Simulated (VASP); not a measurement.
# Au (Fm-3m) in VASP: a series of runs

Runs on Au. Level: PBE. Tasks: single point.

All numbers are computed with VASP 6.6.1; they aren't measurements. Logs are shortened: lines on timing, memory, paths and dates and some standing lists are left out, and cuts for length are marked.

**1. The cell of the first run**

The structure is cubic, space group Fm-3m (No. 225). Conventional cell: a = 4.157 Å, b = 4.157 Å, c = 4.157 Å, α = 90.00°, β = 90.00°, γ = 90.00°. Within 3.9 Å of Au (site symmetry m-3m) lie 12 Au at 2.94 Å.

**2. Single point, PBE**

Input file INCAR:

```
SYSTEM = Au
PREC = Accurate ; ENCUT = 520
EDIFF = 1E-7 ; ISMEAR = 1
SIGMA = 0.3 ; LREAL = .FALSE.
LASPH = .TRUE. ; NELM = 80
ALGO = Normal ; ISIF = 2
LWAVE = .FALSE. ; LCHARG = .TRUE.
GGA = PE ; LELF = .TRUE.
LVHAR = .TRUE. ; NBANDS = 12
```

Input file KPOINTS:

```
regular mesh
0
G
  13 13 13
  0 0 0
```

Input file POSCAR:

```
Au
1.0
    0.0000000000      2.0782552709      2.0782552709
    2.0782552709      0.0000000000      2.0782552709
    2.0782552709      2.0782552709      0.0000000000
Au
1
Direct
    0.0000000000      0.0000000000      0.0000000000
```

Potentials or basis: VASP PAW PBE potentials, release 64 (Au).

Launch:

```bash
$ cat potpaw_PBE.64/Au/POTCAR > POTCAR
$ mpirun -np 1 vasp_std > vasp.out
```

OUTCAR:

```text
SYSTEM = Au
   PREC = Accurate
   ENCUT = 520
   EDIFF = 1E-7
   ISMEAR = 1
   LREAL = .FALSE.
   LASPH = .TRUE.
   NELM = 80
   ISIF = 2
   GGA = PE

 ion  position               nearest neighbor table
   1  0.000  0.000  0.000-

  LATTYP: Found a face centered cubic cell.
 ALAT       =     4.1565105418

  Lattice vectors:

 A1 = (   0.0000000000,   2.0782552709,   2.0782552709)
 A2 = (   2.0782552709,   0.0000000000,   2.0782552709)
 A3 = (   2.0782552709,   2.0782552709,   0.0000000000)

Analysis of symmetry for initial positions (statically):
=====================================================================
 Subroutine PRICEL returns:
 Original cell was already a primitive cell.

 Routine SETGRP: Setting up the symmetry group for a
 face centered cubic supercell.

 Subroutine GETGRP returns: Found 48 space group operations
 (whereof 48 operations were pure point group operations)
 out of a pool of 48 trial point group operations.

The static configuration has the point symmetry O_h .

Analysis of symmetry for dynamics (positions and initial velocities):
=====================================================================
 Subroutine PRICEL returns:
 Original cell was already a primitive cell.

 Routine SETGRP: Setting up the symmetry group for a
 face centered cubic supercell.

 Subroutine GETGRP returns: Found 48 space group operations
 (whereof 48 operations were pure point group operations)
 out of a pool of 48 trial point group operations.

The dynamic configuration has the point symmetry O_h .

 Subroutine INISYM returns: Found 48 space group operations
 (whereof 48 operations are pure point group operations),
 and found     1 'primitive' translations

----------------------------------------------------------------------------------------

                                     Primitive cell

  volume of cell :      17.9526

  direct lattice vectors                    reciprocal lattice vectors
     0.000000000  2.078255271  2.078255271    -0.240586422  0.240586422  0.240586422
     2.078255271  0.000000000  2.078255271     0.240586422 -0.240586422  0.240586422
     2.078255271  2.078255271  0.000000000     0.240586422  0.240586422 -0.240586422

  length of vectors
     2.939096790  2.939096790  2.939096790     0.416707907  0.416707907  0.416707907

  position of ions in fractional coordinates (direct lattice)
     0.000000000  0.000000000  0.000000000

  ion indices of the primitive-cell ions
   primitive index   ion index
[... 76 lines left out ...]
   NSW    =      0    number of steps for IOM
   IBRION =     -1    ionic relax: 0-MD 1-quasi-New 2-CG
   NFREE  =      0    steps in history (QN), initial steepest desc. (CG)
   ISIF   =      2    stress and relaxation
   ISYM   =      2    0-nonsym 1-usesym 2-fastsym
   POTIM  = 0.5000    time-step for ionic-motion
   TEBEG  =    0.0;   TEEND  =   0.0 temperature during run
   PSTRESS=    0.0 pullay stress
   NELECT =      11.0000    total number of electrons
   NUPDOWN=      -1.0000    fix difference up-down
   EMIN   =  10.00;   EMAX   =-10.00  energy-range for DOS
   EFERMI =   0.00;   METHOD = LEGACY
   ISMEAR =     1;   SIGMA  =   0.30  broadening in eV -4-tet -1-fermi 0-gaus
   EFERMI_NEDOS =   21; number of points for ismear=-14 and -15
   IALGO  =     38    algorithm
   IMIX   =      4    mixing-type and parameters
     AMIX     =   0.40;   BMIX     =  1.00
     AMIX_MAG =   1.60;   BMIX_MAG =  1.00
  volume/ion in A,a.u.               =      17.95       121.15
  Fermi-wavevector in a.u.,A,eV,Ry     =   1.390476  2.627619 26.305825  1.933424
  Thomas-Fermi vector in A             =   2.514407
   LORBIT       =      0    0 simple, 1 ext, 2 COOP (PROOUT), +10 PAW based schemes
   GGA     = PE    functional components
   LHFCALC =     F    Hartree Fock is set to
   AEXX    =    0.0000 exact exchange contribution
   IVDW    =     0    specifies the selected vdW correction
   LEPSILON=     F    determine dielectric tensor
   LRPA    =     F    only Hartree local field effects (RPA)
 non-spin polarized calculation
 Methfessel and Paxton  Order N= 1 SIGMA  =   0.30
  energy-cutoff  :      520.00
  volume of cell :       17.95
 maximum number of plane-waves:       531
 NGX is ok and might be reduce to    24
   NGX = 11   NGY = 11   NGZ = 11

 number of electron      11.0000002 magnetization

 Free energy of the ion-electron system (eV)
  ---------------------------------------------------
  ext. energy  EPLUGINS =         0.00000000
  ---------------------------------------------------
  free energy    TOTEN  =        -3.22160840 eV

  energy without entropy =       -3.22062647  energy(sigma->0) =       -3.22128109

 E-fermi :   8.7471     XC(G=0): -12.4077

 val. band max:        8.6857906583   @ k =   0.4615   0.3077   0.0000
 cond. band min:       8.7703879539   @ k =   0.4615   0.3846   0.0000
 fundamental gap:      0.0845972956
 Fermi energy:         8.7470991590

 k-point     1 :       0.0000    0.0000    0.0000
  band No.  band energies     occupation
      1      -0.6878      2.00000
      2       4.2034      2.00000
      3       4.2034      2.00000
      4       4.2034      2.00000
      5       5.5836      2.00000
      6       5.5836      2.00000
      7      23.2104      0.00000
      8      26.9096      0.00000
      9      26.9096      0.00000
     10      26.9096      0.00000
     11      31.6532      0.00000
     12      35.7409      0.00000
[... 331 lines left out ...]
 k-point    24 :       0.4615    0.1538    0.0000
  band No.  band energies     occupation
      1       2.2690      2.00000
      2       3.9279      2.00000
      3       4.6744      2.00000
      4       4.6856      2.00000
      5       6.7114      2.00000
      6       8.3196      2.06164
      7      13.6464     -0.00000
      8      22.5924      0.00000
      9      23.5581      0.00000
     10      24.4607      0.00000
     11      33.0640      0.00000
     12      33.7741      0.00000

 [... further k-points ...]
[... 5 lines left out ...]
  --------------------------------------------------------------------------------------
  -------------------------------------------------------------------------------------
  Total       -0.0353647     -0.0353647     -0.0353647     -0.0000000     -0.0000000     -0.0000000
  in kB       -3.1561196     -3.1561196     -3.1561196     -0.0000000     -0.0000000     -0.0000000
  external PRESSURE =      -3.1561196 kB  Pullay stress =       0.0000000 kB

 VOLUME and BASIS-vectors are now :
 -----------------------------------------------------------------------------
  energy-cutoff  :      520.00
  volume of cell :       17.95
      direct lattice vectors                 reciprocal lattice vectors
     0.000000000  2.078255271  2.078255271    -0.240586422  0.240586422  0.240586422
     2.078255271  0.000000000  2.078255271     0.240586422 -0.240586422  0.240586422
     2.078255271  2.078255271  0.000000000     0.240586422  0.240586422 -0.240586422

 POSITION                                       TOTAL-FORCE (eV/Angst)
 -----------------------------------------------------------------------------------
      0.00000      0.00000      0.00000         0.000000      0.000000      0.000000
 -----------------------------------------------------------------------------------
    total drift:                               -0.000000      0.000000      0.000000

  FREE ENERGIE OF THE ION-ELECTRON SYSTEM (eV)
  ---------------------------------------------------
  free  energy   TOTEN  =        -3.2216083972 eV

  energy  without entropy=       -3.2206264713  energy(sigma->0) =       -3.22128109
```

OSZICAR:

```text
N       E                     dE             d eps       ncg     rms          rms(c)
DAV:   1     0.495638325882E+02    0.49564E+02   -0.55675E+03  2112   0.814E+02
DAV:   2    -0.280208648746E+01   -0.52366E+02   -0.49767E+02  2376   0.186E+02
DAV:   3    -0.348480571650E+01   -0.68272E+00   -0.68223E+00  2424   0.205E+01
DAV:   4    -0.348721495184E+01   -0.24092E-02   -0.24091E-02  2440   0.140E+00
DAV:   5    -0.348723334202E+01   -0.18390E-04   -0.18391E-04  2448   0.117E-01    0.795E+00
DAV:   6    -0.323903493691E+01    0.24820E+00   -0.69870E-01  2180   0.669E+00    0.519E+00
DAV:   7    -0.322347593390E+01    0.15559E-01   -0.54363E-02  2380   0.189E+00    0.264E+00
DAV:   8    -0.322161847826E+01    0.18575E-02   -0.12629E-03  2216   0.297E-01    0.251E-01
DAV:   9    -0.322160233298E+01    0.16145E-04   -0.10427E-05  2456   0.280E-02    0.141E-02
DAV:  10    -0.322160846974E+01   -0.61368E-05   -0.31508E-06  2368   0.173E-02    0.311E-03
DAV:  11    -0.322160839724E+01    0.72501E-07   -0.87718E-08  2216   0.224E-03
   1 F= -.32216084E+01 E0= -.32212811E+01  d E =-.981926E-03
```

It took 9.8 s on 1 thread of AMD EPYC 9R45 (Zen 5), shared host; peak memory 0.12 GiB.

Results:

```yaml
Free_energy: -3.2216 eV
Pressure: -0.3 GPa
```

Levels at points of the mesh, in eV from the Fermi level:
| k point | band 2 | band 3 | band 4 | band 5 | band 6 | band 7 | band 8 | band 9 | band 10 | band 11 |
| --- | --- | --- | --- | --- | --- | --- | --- | --- | --- | --- |
| (0.00, 0.00, 0.00) | -4.54 | -4.54 | -4.54 | -3.16 | -3.16 | 14.46 | 18.16 | 18.16 | 18.16 | 22.91 |

Caveat: spin-orbit coupling is left out, which moves the levels of the heavy elements.

**3. Single point, PBE**

Input file INCAR:

```
PREC = Accurate
ENCUT = 520
EDIFF = 1E-6
ISMEAR = 1
SIGMA = 0.6
LREAL = False
LASPH = True
NELM = 80
ALGO = Normal
ISIF = 2
LWAVE = False
LCHARG = False
GGA = PE
NBANDS = 12
```

Input file KPOINTS:

```
regular mesh
0
Gamma
  13 13 13
```

POSCAR is that of step 2.

Potentials or basis: VASP PAW PBE potentials, release 64 (Au).

Launch:

```bash
$ cat potpaw_PBE.64/Au/POTCAR > POTCAR
$ mpirun -np 1 vasp_std > vasp.out
```

OUTCAR:

```text
PREC = Accurate
   ENCUT = 520
   EDIFF = 1E-6
   ISMEAR = 1
   LREAL = False
   LASPH = True
   NELM = 80
   ISIF = 2
   GGA = PE

 ion  position               nearest neighbor table
   1  0.000  0.000  0.000-

  LATTYP: Found a face centered cubic cell.
 ALAT       =     4.1565105418

  Lattice vectors:

 A1 = (   0.0000000000,   2.0782552709,   2.0782552709)
 A2 = (   2.0782552709,   0.0000000000,   2.0782552709)
 A3 = (   2.0782552709,   2.0782552709,   0.0000000000)

Analysis of symmetry for initial positions (statically):
=====================================================================
 Subroutine PRICEL returns:
 Original cell was already a primitive cell.

 Routine SETGRP: Setting up the symmetry group for a
 face centered cubic supercell.

 Subroutine GETGRP returns: Found 48 space group operations
 (whereof 48 operations were pure point group operations)
 out of a pool of 48 trial point group operations.

The static configuration has the point symmetry O_h .

Analysis of symmetry for dynamics (positions and initial velocities):
=====================================================================
 Subroutine PRICEL returns:
 Original cell was already a primitive cell.

[... 159 lines left out ...]
 Fermi energy:         8.6805150887

 k-point     1 :       0.0000    0.0000    0.0000
  band No.  band energies     occupation
      1      -0.6873      2.00000
      2       4.2077      2.00000
      3       4.2077      2.00000
      4       4.2077      2.00000
      5       5.5884      2.00000
      6       5.5884      2.00000
      7      23.2106      0.00000
      8      26.9099      0.00000
      9      26.9099      0.00000
     10      26.9099      0.00000
     11      31.6527      0.00000
     12      35.7429      0.00000
[... 331 lines left out ...]
 k-point    24 :       0.4615    0.1538    0.0000
  band No.  band energies     occupation
      1       2.2717      2.00000
      2       3.9318      2.00000
      3       4.6787      2.00000
      4       4.6889      2.00000
      5       6.7165      2.00004
      6       8.3227      1.83679
      7      13.6484     -0.00000
      8      22.5933      0.00000
      9      23.5592      0.00000
     10      24.4618      0.00000
     11      33.0650      0.00000
     12      33.7753      0.00000

 [... further k-points ...]
[... 5 lines left out ...]
  --------------------------------------------------------------------------------------
  -------------------------------------------------------------------------------------
  Total       -0.0194459     -0.0194459     -0.0194459     -0.0000000     -0.0000000      0.0000000
  in kB       -1.7354530     -1.7354530     -1.7354530     -0.0000000     -0.0000000      0.0000000
  external PRESSURE =      -1.7354530 kB  Pullay stress =       0.0000000 kB

 VOLUME and BASIS-vectors are now :
 -----------------------------------------------------------------------------
  energy-cutoff  :      520.00
  volume of cell :       17.95
      direct lattice vectors                 reciprocal lattice vectors
     0.000000000  2.078255271  2.078255271    -0.240586422  0.240586422  0.240586422
     2.078255271  0.000000000  2.078255271     0.240586422 -0.240586422  0.240586422
     2.078255271  2.078255271  0.000000000     0.240586422  0.240586422 -0.240586422

 POSITION                                       TOTAL-FORCE (eV/Angst)
 -----------------------------------------------------------------------------------
      0.00000      0.00000      0.00000        -0.000000     -0.000000     -0.000000
 -----------------------------------------------------------------------------------
    total drift:                                0.000000     -0.000000     -0.000000

  FREE ENERGIE OF THE ION-ELECTRON SYSTEM (eV)
  ---------------------------------------------------
  free  energy   TOTEN  =        -3.2217824697 eV

  energy  without entropy=       -3.2242933232  energy(sigma->0) =       -3.22261942
```

OSZICAR:

```text
N       E                     dE             d eps       ncg     rms          rms(c)
DAV:   1     0.495581716876E+02    0.49558E+02   -0.55675E+03  2112   0.814E+02
DAV:   2    -0.279912409894E+01   -0.52357E+02   -0.49789E+02  2376   0.186E+02
DAV:   3    -0.348195488600E+01   -0.68283E+00   -0.68229E+00  2424   0.205E+01
DAV:   4    -0.348436395434E+01   -0.24091E-02   -0.24090E-02  2440   0.140E+00
DAV:   5    -0.348438233922E+01   -0.18385E-04   -0.18385E-04  2448   0.117E-01    0.796E+00
DAV:   6    -0.323905570509E+01    0.24533E+00   -0.69320E-01  2180   0.665E+00    0.520E+00
DAV:   7    -0.322363158422E+01    0.15424E-01   -0.53693E-02  2380   0.187E+00    0.263E+00
DAV:   8    -0.322178974945E+01    0.18418E-02   -0.11674E-03  2220   0.285E-01    0.240E-01
DAV:   9    -0.322177647529E+01    0.13274E-04   -0.73696E-06  2448   0.235E-02    0.165E-02
DAV:  10    -0.322178254716E+01   -0.60719E-05   -0.31364E-06  2364   0.174E-02    0.277E-03
DAV:  11    -0.322178246971E+01    0.77443E-07   -0.74825E-08  1308   0.212E-03
   1 F= -.32217825E+01 E0= -.32226194E+01  d E =0.251085E-02
```

It took 9.2 s on 1 thread of AMD EPYC 9R45 (Zen 5), shared host; peak memory 0.12 GiB.

What came out:

```
Free energy : -3.2218 eV
Pressure    : -0.2 GPa
```

Caveat: spin-orbit coupling is left out, which moves the levels of the heavy elements.
